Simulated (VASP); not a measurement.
# Re (Cmcm) in VASP: single point with PBE

Aim: the single point of Re with PBE.

All numbers are computed with VASP 6.6.1; they aren't measurements. Logs are shortened: lines on timing, memory, paths and dates and some standing lists are left out, and cuts for length are marked.

### Step 1. The cell of the first run

The structure is orthorhombic, space group Cmcm (No. 63). The conventional cell has a = 2.765 Å, b = 4.790 Å, c = 4.474 Å, α = 90.00°, β = 90.00°, γ = 90.00°. Re (site symmetry m2m) has 12 Re at 2.69 to 2.88 Å within 3.5 Å.

### Step 2. Single point, PBE (one atom moved)

INCAR reads:

```
PREC     = Accurate       # precision mode
ENCUT    = 600            # plane-wave cutoff, eV
EDIFF    = 1E-6           # SCF threshold, eV
ISMEAR   = 0              # smearing method
SIGMA    = 0.1            # smearing width, eV
LREAL    = F              # projectors in reciprocal space
LASPH    = T              # aspherical terms in the spheres
NELM     = 120            # most SCF steps
ALGO     = Normal         # electronic algorithm
ISIF     = 2              # what is computed and relaxed
LWAVE    = F              # write WAVECAR
LCHARG   = F              # write CHGCAR
GGA      = PE             # functional
NBANDS   = 14             # bands
GGA_COMPAT= F
```

KPOINTS reads:

```
Automatic mesh
0
Gamma
  15 15 8
```

POSCAR reads:

```
Re
1.0
    2.7653363785      0.0000000000      0.0000000000
   -1.3826681893      2.3948515538      0.0000000000
    0.0000000000      0.0000000000      4.4735766300
Re
2
Direct
    0.3333333300      0.6666666700      0.2500000000
    0.7136424418      0.4272848735      0.7500000000
```

Potentials or basis: VASP PAW PBE potentials, release 64 (Re).

Run with:

```
> cat potpaw_PBE.64/Re/POTCAR > POTCAR
> mpirun -np 1 vasp_std > vasp.out
```

OUTCAR:

```text
PREC = Accurate
   ENCUT = 600
   EDIFF = 1E-6
   ISMEAR = 0
   LREAL = F
   LASPH = T
   NELM = 120
   ISIF = 2
   GGA = PE

 ion  position               nearest neighbor table
   1  0.333  0.667  0.250-   2 2.69   2 2.69   2 2.69   2 2.69   2 2.88   2 2.88
   2  0.714  0.427  0.750-   1 2.69   1 2.69   1 2.69   1 2.69   1 2.88   1 2.88

  LATTYP: Found a hexagonal cell.
 ALAT       =     2.7653363785
 C/A-ratio  =     1.6177332583

  Lattice vectors:

 A1 = (   2.7653363785,   0.0000000000,   0.0000000000)
 A2 = (  -1.3826681893,   2.3948515538,   0.0000000000)
 A3 = (   0.0000000000,   0.0000000000,   4.4735766300)

Analysis of symmetry for initial positions (statically):
=====================================================================
 Subroutine PRICEL returns:
 Original cell was already a primitive cell.

 Routine SETGRP: Setting up the symmetry group for a
 hexagonal supercell.

 Subroutine GETGRP returns: Found  8 space group operations
 (whereof  2 operations were pure point group operations)
 out of a pool of 24 trial point group operations.

The static configuration has the point symmetry C_1h.
 The point group associated with its full space group is D_2h.

Analysis of symmetry for dynamics (positions and initial velocities):
=====================================================================
 Subroutine PRICEL returns:
 Original cell was already a primitive cell.

 Routine SETGRP: Setting up the symmetry group for a
 hexagonal supercell.

 Subroutine GETGRP returns: Found  8 space group operations
 (whereof  2 operations were pure point group operations)
 out of a pool of 24 trial point group operations.

The dynamic configuration has the point symmetry C_1h.
 The point group associated with its full space group is D_2h.

 Subroutine INISYM returns: Found  8 space group operations
 (whereof  2 operations are pure point group operations),
 and found     1 'primitive' translations

----------------------------------------------------------------------------------------

                                     Primitive cell

  volume of cell :      29.6266

  direct lattice vectors                    reciprocal lattice vectors
     2.765336378  0.000000000  0.000000000     0.361619660  0.208781208  0.000000000
    -1.382668189  2.394851554  0.000000000     0.000000000  0.417562416  0.000000000
     0.000000000  0.000000000  4.473576630     0.000000000  0.000000000  0.223534787

  length of vectors
     2.765336378  2.765336379  4.473576630     0.417562416  0.417562416  0.223534787

  position of ions in fractional coordinates (direct lattice)
     0.333333330  0.666666670  0.250000000
     0.713642442  0.427284873  0.750000000

  ion indices of the primitive-cell ions
   primitive index   ion index
                 1           1
                 2           2

----------------------------------------------------------------------------------------

 KPOINTS: Automatic mesh

Automatic generation of k-mesh.
 Grid dimensions read from file:
 generate k-points for:   15   15    8

 Generating k-lattice:

  Cartesian coordinates                     Fractional coordinates (reciprocal lattice)
     0.024107977  0.013918747  0.000000000     0.066666667 -0.000000000  0.000000000
     0.000000000  0.027837494  0.000000000     0.000000000  0.066666667  0.000000000
     0.000000000  0.000000000  0.027941848     0.000000000  0.000000000  0.125000000

  Length of vectors
     0.027837494  0.027837494  0.027941848

  Shift w.r.t. Gamma in fractional coordinates (k-lattice)
     0.000000000  0.000000000  0.000000000

 Subroutine IBZKPT returns following result:
 ===========================================

 Found    320 irreducible k-points:

 Following reciprocal coordinates:
            Coordinates               Weight
  0.000000  0.000000  0.000000      1.000000
  0.066667 -0.000000  0.000000      4.000000
  0.000000  0.066667  0.000000      2.000000
  0.133333 -0.000000  0.000000      4.000000
  0.000000  0.133333  0.000000      2.000000
  0.200000 -0.000000  0.000000      4.000000
[... 16 lines left out ...]
 -0.266667  0.200000  0.000000      4.000000
  0.266667  0.066667  0.000000      4.000000
 [... further k-points ...]
   k-points           NKPTS =    320   k-points in BZ     NKDIM =    320   number of bands    NBANDS=     14
   number of dos      NEDOS =    301   number of ions     NIONS =      2
   total plane-waves  NPLWV =  20736
   dimension x,y,z NGX =    24 NGY =   24 NGZ =   36
   dimension x,y,z NGXF=    48 NGYF=   48 NGZF=   72
   ions per type =               2
   NGX,Y,Z   is equivalent  to a cutoff of  14.43, 14.43, 13.38 a.u.
   NGXF,Y,Z  is equivalent  to a cutoff of  28.86, 28.86, 26.76 a.u.
 SYSTEM =  unknown system
   PREC   = accura    normal or accurate (medium, high low for compatibility)
   ISTART =      0    job   : 0-new  1-cont  2-samecut
   ICHARG =      2    charge: 1-file 2-atom 10-const
   ISPIN  =      1    spin polarized calculation?
   LNONCOLLINEAR =      F non collinear calculations
   LSORBIT =      F    spin-orbit coupling
   LASPH  =      T    aspherical Exc in radial PAW
   ENCUT  =  600.0 eV  44.10 Ry    6.64 a.u.   5.52  5.52  8.93*2*pi/ulx,y,z
   NELM   =    120;   NELMIN=  2; NELMDL= -5     # of ELM steps
   EDIFF  = 0.1E-05   stopping-criterion for ELM
   LREAL  =      F    real-space projection
[... 7 lines left out ...]
   TEBEG  =    0.0;   TEEND  =   0.0 temperature during run
   PSTRESS=    0.0 pullay stress
   NELECT =      14.0000    total number of electrons
   NUPDOWN=      -1.0000    fix difference up-down
   EMIN   =  10.00;   EMAX   =-10.00  energy-range for DOS
   EFERMI =   0.00;   METHOD = LEGACY
   ISMEAR =     0;   SIGMA  =   0.10  broadening in eV -4-tet -1-fermi 0-gaus
   EFERMI_NEDOS =   21; number of points for ismear=-14 and -15
   IALGO  =     38    algorithm
   IMIX   =      4    mixing-type and parameters
     AMIX     =   0.40;   BMIX     =  1.00
     AMIX_MAG =   1.60;   BMIX_MAG =  1.00
  volume/ion in A,a.u.               =      14.81        99.96
  Fermi-wavevector in a.u.,A,eV,Ry     =   1.275138  2.409661 22.122743  1.625976
  Thomas-Fermi vector in A             =   2.407867
   LORBIT       =      0    0 simple, 1 ext, 2 COOP (PROOUT), +10 PAW based schemes
   GGA     = PE    functional components
   LHFCALC =     F    Hartree Fock is set to
   AEXX    =    0.0000 exact exchange contribution
   IVDW    =     0    specifies the selected vdW correction
   LEPSILON=     F    determine dielectric tensor
   LRPA    =     F    only Hartree local field effects (RPA)
 non-spin polarized calculation
 Gauss-broadening in eV      SIGMA  =   0.10
  energy-cutoff  :      600.00
  volume of cell :       29.63
 maximum number of plane-waves:      1014
 NGX is ok and might be reduce to    24
   NGX = 11   NGY = 11   NGZ = 17

 number of electron      14.0000000 magnetization

 Free energy of the ion-electron system (eV)
  ---------------------------------------------------
  ext. energy  EPLUGINS =         0.00000000
  ---------------------------------------------------
  free energy    TOTEN  =       -24.74391477 eV

  energy without entropy =      -24.73486836  energy(sigma->0) =      -24.73939157

 E-fermi :   7.8670     XC(G=0): -13.6894

 val. band max:        7.8665524966   @ k =   0.0000   0.3333   0.2500
 cond. band min:       7.8698131357   @ k =   0.0000   0.2667   0.5000
 fundamental gap:      0.0032606392
 Fermi energy:         7.8670230808

 k-point     1 :       0.0000    0.0000    0.0000
  band No.  band energies     occupation
      1      -2.0127      2.00000
      2       1.2427      2.00000
      3       5.7403      2.00000
      4       6.0728      2.00000
      5       6.5076      2.00000
      6       7.2213      2.00000
      7       7.3288      2.00000
      8       7.3432      2.00000
      9       8.3760      0.00000
     10       8.9190      0.00000
     11      10.1134      0.00000
     12      12.0817      0.00000
     13      17.8450      0.00000
     14      21.8539      0.00000

 k-point     2 :       0.0667   -0.0000    0.0000
  band No.  band energies     occupation
      1      -1.8307      2.00000
      2       1.4212      2.00000
      3       5.5723      2.00000
      4       6.1660      2.00000
      5       6.6254      2.00000
      6       7.1550      2.00000
      7       7.2238      2.00000
      8       7.4062      2.00000
      9       7.8722      0.94149
     10       8.6862      0.00000
     11      10.4381      0.00000
     12      12.6295      0.00000
     13      17.8157      0.00000
     14      22.2354      0.00000

 k-point     3 :       0.0000    0.0667    0.0000
  band No.  band energies     occupation
      1      -1.8337      2.00000
      2       1.3996      2.00000
      3       5.6454      2.00000
      4       6.2394      2.00000
      5       6.4778      2.00000
      6       7.1674      2.00000
      7       7.2517      2.00000
      8       7.4591      2.00000
      9       7.4837      2.00000
     10       8.8225      0.00000
     11      11.1339      0.00000
     12      12.1149      0.00000
     13      17.8398      0.00000
     14      22.2856      0.00000
[... 324 lines left out ...]
 k-point    23 :      -0.2667    0.2000    0.0000
  band No.  band energies     occupation
      1       0.0823      2.00000
      2       2.8995      2.00000
      3       4.5457      2.00000
      4       4.9941      2.00000
      5       6.0336      2.00000
      6       6.2717      2.00000
      7       7.6054      1.99978
      8       7.6613      1.99637
      9       8.4009      0.00000
     10       9.4384      0.00000
     11      10.9517      0.00000
     12      16.6563      0.00000
     13      17.0813      0.00000
     14      23.1892      0.00000

 k-point    24 :       0.2667    0.0667    0.0000
  band No.  band energies     occupation
      1       1.0185      2.00000
      2       2.8781      2.00000
      3       3.9519      2.00000
      4       4.7210      2.00000
      5       5.7080      2.00000
      6       6.1743      2.00000
      7       6.9882      2.00000
      8       9.1564      0.00000
      9       9.6536      0.00000
     10      10.1707      0.00000
     11      11.6159      0.00000
     12      16.9851      0.00000
     13      17.9897      0.00000
     14      21.0001      0.00000

 [... further k-points ...]
[... 5 lines left out ...]
  --------------------------------------------------------------------------------------
  -------------------------------------------------------------------------------------
  Total        1.8537337     -0.0198922      0.6379525      0.0000000      0.0000000      0.0000000
  in kB      100.2481758     -1.0757511     34.4998714      0.0000000      0.0000000      0.0000000
  external PRESSURE =      44.5574320 kB  Pullay stress =       0.0000000 kB

 VOLUME and BASIS-vectors are now :
 -----------------------------------------------------------------------------
  energy-cutoff  :      600.00
  volume of cell :       29.63
      direct lattice vectors                 reciprocal lattice vectors
     2.765336378  0.000000000  0.000000000     0.361619660  0.208781208  0.000000000
    -1.382668189  2.394851554  0.000000000     0.000000000  0.417562416  0.000000000
     0.000000000  0.000000000  4.473576630     0.000000000  0.000000000  0.223534787

 POSITION                                       TOTAL-FORCE (eV/Angst)
 -----------------------------------------------------------------------------------
     -0.00000      1.59657      1.11839        -0.000000      0.913358      0.000000
      1.38267      1.02328      3.35518         0.000000     -0.913358      0.000000
 -----------------------------------------------------------------------------------
    total drift:                               -0.000000      0.000000     -0.000000

  FREE ENERGIE OF THE ION-ELECTRON SYSTEM (eV)
  ---------------------------------------------------
  free  energy   TOTEN  =       -24.7439147691 eV

  energy  without entropy=      -24.7348683610  energy(sigma->0) =      -24.73939157
```

Run time: 1.8 min. Hardware: 1 thread of Intel Xeon Platinum 8488C (Sapphire Rapids), shared host; peak memory 0.27 GiB.

What came out:

```yaml
Free_energy: -24.7439 eV
Pressure: 4.5 GPa
Largest_force: 0.913 eV/Å
Band_gap_on_the_k_mesh: zero (bands 7 and 8 overlap by 3.17 eV)
```

Forces on the atoms (eV/Å):
```
Re   0.000  0.913  0.000
Re   0.000 -0.913  0.000
```

Stress tensor (GPa, compression positive):
```
10.02  0.00  0.00
 0.00 -0.11  0.00
 0.00  0.00  3.45
```

Caveat: the cell differs from its parent crystal (one atom moved); the stress differs along the axes, from -0 to 10 GPa; spin-orbit coupling is left out, which moves the levels of the heavy elements.
